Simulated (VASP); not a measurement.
**Ru2C: single point with PBE**

Crystal: Ru2C.

```xyz
3
Lattice="4.0680 0.0000 0.0000 -2.0340 3.5230 0.0000 0.0000 0.0000 2.6401" Properties=species:S:1:pos:R:3 pbc="T T T"
Ru    0.0000    2.3487    1.3200
Ru    2.0340    1.1743    1.3200
C     0.0000    0.0000    0.0000
```

The cell was generated, and may not be a known phase.

```yaml
Program: VASP 6.6.1
Task: single point
Functional: PBE
Potentials_or_basis: VASP PAW PBE potentials, release 64 (Ru_pv, C)
Cutoff: 600 eV
k_mesh: 6 × 6 × 6
Occupations: gaussian, width 0.2 eV
Spin: no spin polarisation
Dipole_correction: no
Further_INCAR_settings: ALGO = Normal; EDIFF = 1e-06; NBANDS = 23
```

```json
{"Pressure": "0.4 GPa", "Band gap on the k mesh": "zero (bands 16 and 17 overlap by 1.27 eV)"}
```

Stress tensor (GPa, compression positive):
```
 0.56  0.00  0.00
 0.00  0.56  0.00
 0.00  0.00 -0.02
```

Levels at points of the mesh, in eV from the Fermi level:
```tsv
k point	band 12	band 13	band 14	band 15	band 16	band 17	band 18	band 19	band 20	band 21
(0.00, 0.00, 0.00)	-2.73	-2.73	-1.47	-1.47	-0.37	0.91	0.91	2.38	2.63	2.63
(0.50, 0.00, 0.00)	-3.98	-2.06	-1.80	-1.55	0.34	0.46	0.73	1.35	3.30	4.17
(0.00, 0.00, 0.50)	-3.24	-2.18	-2.18	-2.15	-2.15	0.24	2.61	2.61	2.93	3.90
(0.50, 0.00, 0.50)	-2.99	-2.79	-2.47	-0.62	0.74	0.99	1.86	2.27	2.55	6.84
```

Run time: 41 s on 1 thread of Intel Xeon 8259CL, with other jobs on the host, peak memory 0.18 GiB.

Caveat: the k points lie up to 0.40 Å⁻¹ apart, too coarse for converged energies and pressures of a metal.
